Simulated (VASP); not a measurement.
# Sn3C (Pm-3m) in VASP: notebook

Runs on Sn3C. Level: PBE. Tasks: single point, relaxation of cell and atoms.

Program: VASP 6.6.1. These are calculated values, not measurements. Logs are shortened: lines on timing, memory, paths and dates and some standing lists are left out, and cuts for length are marked.

### 1 The cell of the first run

It takes space group Pm-3m (No. 221, cubic). Conventional cell: a = 4.499 Å, b = 4.499 Å, c = 4.499 Å, α = 90.00°, β = 90.00°, γ = 90.00°. Within 4.2 Å of Sn (site symmetry 4/mmm) lie 8 Sn at 3.18 Å and 4 C at 3.18 Å. C (site symmetry m-3m) has 12 Sn at 3.18 Å within 4.2 Å.

The cell was built from a structure type or drawn by symmetry, and may not be a known phase.

### 2 Single point, PBE

Contents of INCAR:

```
PREC = Accurate
ENCUT = 520
EDIFF = 1E-6
ISMEAR = 0
SIGMA = 0.1
LREAL = False
LASPH = True
NELM = 100
ALGO = Normal
ISIF = 2
LWAVE = False
LCHARG = False
GGA = PE
NBANDS = 31
```

Contents of KPOINTS:

```
regular mesh
0
Gamma
  4 4 4
```

Contents of POSCAR:

```
Sn3C
1.0
    4.4987336458      0.0000000000      0.0000000000
    0.0000000000      4.4987336458      0.0000000000
    0.0000000000      0.0000000000      4.4987336458
Sn C
3 1
Direct
    0.0000000000      0.5000000000      0.5000000000
    0.5000000000      0.0000000000      0.5000000000
    0.5000000000      0.5000000000      0.0000000000
    0.0000000000      0.0000000000      0.0000000000
```

Potentials or basis: VASP PAW PBE potentials, release 64 (Sn_d, C).

Started as:

```
$ cat potpaw_PBE.64/Sn_d/POTCAR potpaw_PBE.64/C/POTCAR > POTCAR
$ mpirun -np 1 vasp_std > vasp.out
```

OUTCAR:

```text
PREC = Accurate
   ENCUT = 520
   EDIFF = 1E-6
   ISMEAR = 0
   LREAL = False
   LASPH = True
   NELM = 100
   ISIF = 2
   GGA = PE

 ion  position               nearest neighbor table
   1  0.000  0.500  0.500-   2 3.18   3 3.18   3 3.18   2 3.18   2 3.18   3 3.18   3 3.18   2 3.18

   2  0.500  0.000  0.500-   1 3.18   3 3.18   3 3.18   1 3.18   3 3.18   3 3.18   1 3.18   1 3.18

   3  0.500  0.500  0.000-   1 3.18   2 3.18   1 3.18   2 3.18   2 3.18   2 3.18   1 3.18   1 3.18

   4  0.000  0.000  0.000-

  LATTYP: Found a simple cubic cell.
 ALAT       =     4.4987336458

  Lattice vectors:

 A1 = (   4.4987336458,   0.0000000000,   0.0000000000)
 A2 = (   0.0000000000,   4.4987336458,   0.0000000000)
 A3 = (   0.0000000000,   0.0000000000,   4.4987336458)

Analysis of symmetry for initial positions (statically):
=====================================================================
 Subroutine PRICEL returns:
 Original cell was already a primitive cell.

 Routine SETGRP: Setting up the symmetry group for a
 simple cubic supercell.

 Subroutine GETGRP returns: Found 48 space group operations
 (whereof 48 operations were pure point group operations)
 out of a pool of 48 trial point group operations.

The static configuration has the point symmetry O_h .

Analysis of symmetry for dynamics (positions and initial velocities):
=====================================================================
 Subroutine PRICEL returns:
 Original cell was already a primitive cell.

 Routine SETGRP: Setting up the symmetry group for a
 simple cubic supercell.

 Subroutine GETGRP returns: Found 48 space group operations
 (whereof 48 operations were pure point group operations)
 out of a pool of 48 trial point group operations.

The dynamic configuration has the point symmetry O_h .

 Subroutine INISYM returns: Found 48 space group operations
 (whereof 48 operations are pure point group operations),
 and found     1 'primitive' translations

----------------------------------------------------------------------------------------

                                     Primitive cell

  volume of cell :      91.0481

  direct lattice vectors                    reciprocal lattice vectors
     4.498733646  0.000000000  0.000000000     0.222284776  0.000000000  0.000000000
     0.000000000  4.498733646  0.000000000     0.000000000  0.222284776  0.000000000
     0.000000000  0.000000000  4.498733646     0.000000000  0.000000000  0.222284776

  length of vectors
     4.498733646  4.498733646  4.498733646     0.222284776  0.222284776  0.222284776

  position of ions in fractional coordinates (direct lattice)
     0.000000000  0.500000000  0.500000000
     0.500000000  0.000000000  0.500000000
     0.500000000  0.500000000  0.000000000
     0.000000000  0.000000000  0.000000000

  ion indices of the primitive-cell ions
   primitive index   ion index
                 1           1
                 2           2
                 3           3
                 4           4

----------------------------------------------------------------------------------------

 KPOINTS: regular mesh

Automatic generation of k-mesh.
 Grid dimensions read from file:
 generate k-points for:    4    4    4

 Generating k-lattice:

  Cartesian coordinates                     Fractional coordinates (reciprocal lattice)
     0.055571194  0.000000000  0.000000000     0.250000000  0.000000000  0.000000000
     0.000000000  0.055571194  0.000000000     0.000000000  0.250000000  0.000000000
     0.000000000  0.000000000  0.055571194     0.000000000  0.000000000  0.250000000

  Length of vectors
     0.055571194  0.055571194  0.055571194

  Shift w.r.t. Gamma in fractional coordinates (k-lattice)
     0.000000000  0.000000000  0.000000000

 Subroutine IBZKPT returns following result:
 ===========================================

 Found     10 irreducible k-points:

 Following reciprocal coordinates:
            Coordinates               Weight
  0.000000  0.000000  0.000000      1.000000
  0.250000  0.000000  0.000000      6.000000
  0.500000  0.000000  0.000000      3.000000
  0.250000  0.250000  0.000000     12.000000
  0.500000  0.250000  0.000000     12.000000
  0.500000  0.500000  0.000000      3.000000
  0.250000  0.250000  0.250000      8.000000
  0.500000  0.250000  0.250000     12.000000
  0.500000  0.500000  0.250000      6.000000
  0.500000  0.500000  0.500000      1.000000
   k-points           NKPTS =     10   k-points in BZ     NKDIM =     10   number of bands    NBANDS=     31
   number of dos      NEDOS =    301   number of ions     NIONS =      4
   total plane-waves  NPLWV =  46656
   dimension x,y,z NGX =    36 NGY =   36 NGZ =   36
   dimension x,y,z NGXF=    72 NGYF=   72 NGZF=   72
   ions per type =               3   1
   NGX,Y,Z   is equivalent  to a cutoff of  13.30, 13.30, 13.30 a.u.
   NGXF,Y,Z  is equivalent  to a cutoff of  26.61, 26.61, 26.61 a.u.
 SYSTEM =  unknown system
   PREC   = accura    normal or accurate (medium, high low for compatibility)
   ISTART =      0    job   : 0-new  1-cont  2-samecut
   ICHARG =      2    charge: 1-file 2-atom 10-const
   ISPIN  =      1    spin polarized calculation?
   LNONCOLLINEAR =      F non collinear calculations
   LSORBIT =      F    spin-orbit coupling
   LASPH  =      T    aspherical Exc in radial PAW
   ENCUT  =  520.0 eV  38.22 Ry    6.18 a.u.   8.36  8.36  8.36*2*pi/ulx,y,z
   NELM   =    100;   NELMIN=  2; NELMDL= -5     # of ELM steps
   EDIFF  = 0.1E-05   stopping-criterion for ELM
   LREAL  =      F    real-space projection
   EDIFFG = 0.1E-04   stopping-criterion for IOM
   NSW    =      0    number of steps for IOM
   IBRION =     -1    ionic relax: 0-MD 1-quasi-New 2-CG
   NFREE  =      0    steps in history (QN), initial steepest desc. (CG)
   ISIF   =      2    stress and relaxation
   ISYM   =      2    0-nonsym 1-usesym 2-fastsym
   POTIM  = 0.5000    time-step for ionic-motion
   TEBEG  =    0.0;   TEEND  =   0.0 temperature during run
   PSTRESS=    0.0 pullay stress
   NELECT =      46.0000    total number of electrons
   NUPDOWN=      -1.0000    fix difference up-down
   EMIN   =  10.00;   EMAX   =-10.00  energy-range for DOS
   EFERMI =   0.00;   METHOD = LEGACY
   ISMEAR =     0;   SIGMA  =   0.10  broadening in eV -4-tet -1-fermi 0-gaus
   EFERMI_NEDOS =   21; number of points for ismear=-14 and -15
   IALGO  =     38    algorithm
   IMIX   =      4    mixing-type and parameters
     AMIX     =   0.40;   BMIX     =  1.00
     AMIX_MAG =   1.60;   BMIX_MAG =  1.00
  volume/ion in A,a.u.               =      22.76       153.61
  Fermi-wavevector in a.u.,A,eV,Ry     =   1.303879  2.463973 23.131257  1.700099
  Thomas-Fermi vector in A             =   2.434851
   LORBIT       =      0    0 simple, 1 ext, 2 COOP (PROOUT), +10 PAW based schemes
   GGA     = PE    functional components
   LHFCALC =     F    Hartree Fock is set to
   AEXX    =    0.0000 exact exchange contribution
   IVDW    =     0    specifies the selected vdW correction
   LEPSILON=     F    determine dielectric tensor
   LRPA    =     F    only Hartree local field effects (RPA)
 non-spin polarized calculation
 Gauss-broadening in eV      SIGMA  =   0.10
  energy-cutoff  :      520.00
  volume of cell :       91.05
 maximum number of plane-waves:      2469
 NGX is ok and might be reduce to    36
   NGX = 17   NGY = 17   NGZ = 17

 number of electron      46.0000006 magnetization

 Free energy of the ion-electron system (eV)
  ---------------------------------------------------
  ext. energy  EPLUGINS =         0.00000000
  ---------------------------------------------------
  free energy    TOTEN  =       -15.49758524 eV

  energy without entropy =      -15.49284480  energy(sigma->0) =      -15.49521502

 E-fermi :   7.6128     XC(G=0): -10.4564

 val. band max:        7.4216447654   @ k =   0.5000   0.5000   0.0000
 cond. band min:       7.7070752653   @ k =   0.2500   0.0000   0.0000
 fundamental gap:      0.2854304999
 Fermi energy:         7.6128367334

 k-point     1 :       0.0000    0.0000    0.0000
  band No.  band energies     occupation
      1     -14.1747      2.00000
      2     -14.1747      2.00000
      3     -14.1747      2.00000
      4     -14.1344      2.00000
      5     -14.0544      2.00000
      6     -14.0544      2.00000
[... 23 lines left out ...]
     30      14.8682      0.00000
     31      14.8683      0.00000

 k-point     2 :       0.2500    0.0000    0.0000
  band No.  band energies     occupation
      1     -14.1685      2.00000
      2     -14.1234      2.00000
      3     -14.1234      2.00000
      4     -14.1007      2.00000
      5     -14.0503      2.00000
      6     -14.0259      2.00000
[... 23 lines left out ...]
     30      13.7194      0.00000
     31      13.7261      0.00000

 k-point     3 :       0.5000    0.0000    0.0000
  band No.  band energies     occupation
      1     -14.1620      2.00000
      2     -14.0566      2.00000
      3     -14.0384      2.00000
      4     -14.0102      2.00000
      5     -14.0102      2.00000
      6     -13.9838      2.00000
[... 23 lines left out ...]
     30      12.7871      0.00000
     31      12.7871      0.00000

 k-point     4 :       0.2500    0.2500    0.0000
  band No.  band energies     occupation
      1     -14.1306      2.00000
      2     -14.1144      2.00000
      3     -14.1053      2.00000
      4     -14.0618      2.00000
      5     -14.0382      2.00000
      6     -13.9993      2.00000
[... 159 lines left out ...]
     30      13.3577      0.00000
     31      13.7275      0.00000

 k-point     9 :       0.5000    0.5000    0.2500
  band No.  band energies     occupation
      1     -14.0803      2.00000
      2     -14.0803      2.00000
      3     -14.0659      2.00000
      4     -14.0478      2.00000
      5     -14.0478      2.00000
      6     -14.0386      2.00000
[... 23 lines left out ...]
     30      14.5215      0.00000
     31      15.2949      0.00000

 k-point    10 :       0.5000    0.5000    0.5000
  band No.  band energies     occupation
      1     -14.0865      2.00000
      2     -14.0865      2.00000
      3     -14.0865      2.00000
      4     -14.0735      2.00000
      5     -14.0735      2.00000
      6     -14.0735      2.00000
[... 23 lines left out ...]
     30      15.5724      0.00000
     31      15.5724      0.00000

------------------------ aborting loop because EDIFF is reached ----------------------------------------

  FORCE on cell =-STRESS in cart. coord.  units (eV):
  Direction    XX          YY          ZZ          XY          YZ          ZX
  --------------------------------------------------------------------------------------
  -------------------------------------------------------------------------------------
  Total       -0.0666387     -0.0666387     -0.0666387      0.0000000     -0.0000000      0.0000000
  in kB       -1.1726439     -1.1726439     -1.1726439      0.0000000     -0.0000000      0.0000000
  external PRESSURE =      -1.1726439 kB  Pullay stress =       0.0000000 kB

 VOLUME and BASIS-vectors are now :
 -----------------------------------------------------------------------------
  energy-cutoff  :      520.00
  volume of cell :       91.05
      direct lattice vectors                 reciprocal lattice vectors
     4.498733646  0.000000000  0.000000000     0.222284776  0.000000000  0.000000000
     0.000000000  4.498733646  0.000000000     0.000000000  0.222284776  0.000000000
     0.000000000  0.000000000  4.498733646     0.000000000  0.000000000  0.222284776

 POSITION                                       TOTAL-FORCE (eV/Angst)
 -----------------------------------------------------------------------------------
      0.00000      2.24937      2.24937         0.000000      0.000000      0.000000
      2.24937      0.00000      2.24937         0.000000      0.000000      0.000000
      2.24937      2.24937      0.00000         0.000000      0.000000      0.000000
      0.00000      0.00000      0.00000         0.000000      0.000000      0.000000
 -----------------------------------------------------------------------------------
    total drift:                                0.000000      0.000000      0.000000

  FREE ENERGIE OF THE ION-ELECTRON SYSTEM (eV)
  ---------------------------------------------------
  free  energy   TOTEN  =       -15.4975852366 eV

  energy  without entropy=      -15.4928447998  energy(sigma->0) =      -15.49521502
```

It took 43 s on 1 thread of Intel Xeon 8259CL, shared host; peak memory 0.21 GiB.

What came out:

```
Free energy            : -15.4976 eV
Pressure               : -0.1 GPa
Band gap on the k mesh : zero (bands 23 and 24 overlap by 1.39 eV)
```

Caveat: spin-orbit coupling is left out, which moves the levels of the heavy elements.

### 3 Single point, PBE

This run uses another cell than the first one, of 29.98 Å³/atom.

Contents of INCAR:

```
PREC = Accurate
ENCUT = 520
EDIFF = 1E-7
ISMEAR = 0
SIGMA = 0.1
LREAL = F
LASPH = T
NELM = 100
ALGO = Normal
ISIF = 2
LWAVE = F
LCHARG = T
GGA = PE
LELF = T
LVHAR = T
NBANDS = 31
```

Contents of KPOINTS:

```
Automatic mesh
0
Gamma
  4 4 4
```

Contents of POSCAR:

```
Sn3C
1.0
    4.9311623300      0.0000000000      0.0000000000
    0.0000000000      4.9311623300      0.0000000000
    0.0000000000      0.0000000000      4.9311623300
Sn C
3 1
Direct
    0.0000000000      0.5000000000      0.5000000000
    0.5000000000      0.0000000000      0.5000000000
    0.5000000000      0.5000000000      0.0000000000
    0.0000000000      0.0000000000      0.0000000000
```

Potentials or basis: VASP PAW PBE potentials, release 64 (Sn_d, C).

Started as:

```
$ cat potpaw_PBE.64/Sn_d/POTCAR potpaw_PBE.64/C/POTCAR > POTCAR
$ mpirun -np 1 vasp_std > vasp.out
```

It took 66 s on 1 thread of Intel Xeon 8259CL, shared host; peak memory 0.25 GiB.

The run converged. Its results:

```
Free energy            : -14.4605 eV
Pressure               : -8.9 GPa
Band gap on the k mesh : zero (bands 23 and 24 overlap by 1.02 eV)
```

Levels at points of the mesh, in eV from the Fermi level:
```
           k point  band 19  band 20  band 21  band 22  band 23  band 24  band 25  band 26  band 27  band 28
(0.00, 0.00, 0.00)    -4.87    -2.67    -2.67    -2.67     0.59     0.59     0.59     2.42     2.42     2.42
(0.50, 0.00, 0.00)    -4.65    -1.24    -1.24    -1.16    -1.16    -0.33     0.71     1.54     1.81     2.07
(0.50, 0.50, 0.00)    -7.03    -1.75    -0.74    -0.67    -0.67    -0.42     0.21     0.69     0.69     2.68
(0.50, 0.50, 0.50)    -6.52    -4.13    -3.23    -3.23    -3.23     1.76     1.76     1.76     5.18     5.18
```

Caveat: the cell stands under tension; spin-orbit coupling is left out, which moves the levels of the heavy elements.

### 4 Single point, PBE

This run uses another cell than the first one, of 22.35 Å³/atom.

Contents of INCAR:

```
PREC = Accurate
ENCUT = 520
EDIFF = 1E-6
ISMEAR = 0
SIGMA = 0.1
LREAL = False
LASPH = True
NELM = 80
ALGO = Normal
ISIF = 2
LWAVE = False
LCHARG = False
GGA = PE
NBANDS = 31
```

Contents of KPOINTS:

```
regular mesh
0
Gamma
  10 10 10
```

Contents of POSCAR:

```
Sn3C
1.0
    4.4712740287      0.0000000000      0.0000000000
    0.0000000000      4.4712740287      0.0000000000
    0.0000000000      0.0000000000      4.4712740287
Sn C
3 1
Direct
    0.0000000000      0.5000000000      0.5000000000
    0.5000000000      0.0000000000      0.5000000000
    0.5000000000      0.5000000000      0.0000000000
    0.0000000000      0.0000000000      0.0000000000
```

Started as:

```
$ cat potpaw_PBE.64/Sn_d/POTCAR potpaw_PBE.64/C/POTCAR > POTCAR
$ mpirun -np 1 vasp_std > vasp.out
```

Wall time 3.1 min (1 thread of Intel Xeon 8259CL, shared host); peak memory 0.28 GiB.

Results (log left out):

- Free energy: -15.3796 eV
- Pressure: -0.1 GPa
- Band gap on the k mesh: zero (bands 23 and 24 overlap by 1.44 eV)

Levels at points of the mesh, in eV from the Fermi level:
| k point | band 19 | band 20 | band 21 | band 22 | band 23 | band 24 | band 25 | band 26 | band 27 | band 28 |
| --- | --- | --- | --- | --- | --- | --- | --- | --- | --- | --- |
| (0.00, 0.00, 0.00) | -4.05 | -3.57 | -3.57 | -3.57 | 0.90 | 0.90 | 0.90 | 3.34 | 3.34 | 3.34 |
| (0.50, 0.00, 0.00) | -3.54 | -1.64 | -1.64 | -1.59 | -1.59 | -0.54 | 0.70 | 2.80 | 2.99 | 2.99 |
| (0.50, 0.50, 0.00) | -7.72 | -1.89 | -0.57 | -0.34 | -0.34 | -0.12 | 0.30 | 0.87 | 0.87 | 4.01 |
| (0.50, 0.50, 0.50) | -6.61 | -5.49 | -4.38 | -4.38 | -4.38 | 2.68 | 2.68 | 2.68 | 7.27 | 7.27 |

Caveat: spin-orbit coupling is left out, which moves the levels of the heavy elements.

### 5 Relaxation of cell and atoms, PBE

This run uses another cell than the first one, of 29.98 Å³/atom.

Contents of INCAR:

```
  ALGO = Normal
  EDIFF = 1E-6
  EDIFFG = -0.04
  ENCUT = 600
  GGA = PE
  IBRION = 2
  ISIF = 3
  ISMEAR = 0
  LASPH = True
  LCHARG = False
  LREAL = False
  LWAVE = False
  NELM = 100
  NSW = 90
  PREC = Accurate
  SIGMA = 0.1
```

Contents of KPOINTS:

```
k-points
0
Gamma
  4 4 4
```

Contents of POSCAR:

```
Sn3C
1.0
    4.9311623300      0.0000000000      0.0000000000
    0.0000000000      4.9311623300      0.0000000000
    0.0000000000      0.0000000000      4.9311623300
Sn C
3 1
Direct
    0.0000000000      0.5000000000      0.5000000000
    0.5000000000      0.0000000000      0.5000000000
    0.5000000000      0.5000000000      0.0000000000
    0.0000000000      0.0000000000      0.0000000000
```

Started as:

```
$ cat potpaw_PBE.64/Sn_d/POTCAR potpaw_PBE.64/C/POTCAR > POTCAR
$ mpirun -np 1 vasp_std > vasp.out
```

Wall time 2.1 min (1 thread of Intel Xeon 8259CL, shared host); peak memory 0.26 GiB.

It converged, with:

```
Free energy                           : -15.5019 eV
Relaxed volume                        : 22.76 Å³/atom
Relaxed cell                          : a = 4.499 Å, b = 4.499 Å, c = 4.499 Å, α = 90.00°, β = 90.00°, γ = 90.00°
Space group after relaxing (to 0.1 Å) : Pm-3m (No. 221)
Energy gained by relaxing             : 260.3 meV/atom
Ionic steps                           : 3
Pressure after relaxing               : -0.1 GPa
Band gap on the k mesh                : zero (bands 23 and 24 overlap by 1.39 eV)
```

The path:
```csv
step,energy change (eV),largest force (eV/Å),pressure (GPa),volume (Å³)
1,0.0000,0.0000,-8.91,119.91
2,-1.0309,0.0000,-1.43,93.24
3,-1.0414,0.0000,-0.11,91.06
```

Final structure:
```
CELL_PARAMETERS angstrom
4.49889 0.00000 0.00000
0.00000 4.49889 0.00000
0.00000 0.00000 4.49889
ATOMIC_POSITIONS crystal
Sn 0.00000 0.50000 0.50000
Sn 0.50000 0.00000 0.50000
Sn 0.50000 0.50000 0.00000
C 0.00000 0.00000 0.00000
```

Levels at points of the mesh, in eV from the Fermi level:
```
           k point  band 19  band 20  band 21  band 22  band 23  band 24  band 25  band 26  band 27
(0.00, 0.00, 0.00)    -4.15    -3.56    -3.56    -3.56     0.79     0.79     0.79     3.23     3.23
(0.50, 0.00, 0.00)    -3.66    -1.66    -1.66    -1.65    -1.65    -0.61     0.64     2.65     2.85
(0.50, 0.50, 0.00)    -7.71    -1.95    -0.68    -0.46    -0.46    -0.19     0.26     0.81     0.81
(0.50, 0.50, 0.50)    -6.64    -5.42    -4.37    -4.37    -4.37     2.51     2.51     2.51     7.10
```

Caveat: the volume moved by over 15 % at a fixed basis, so the end points are rough; spin-orbit coupling is left out, which moves the levels of the heavy elements.

(Part 1 of 2 ends here.)
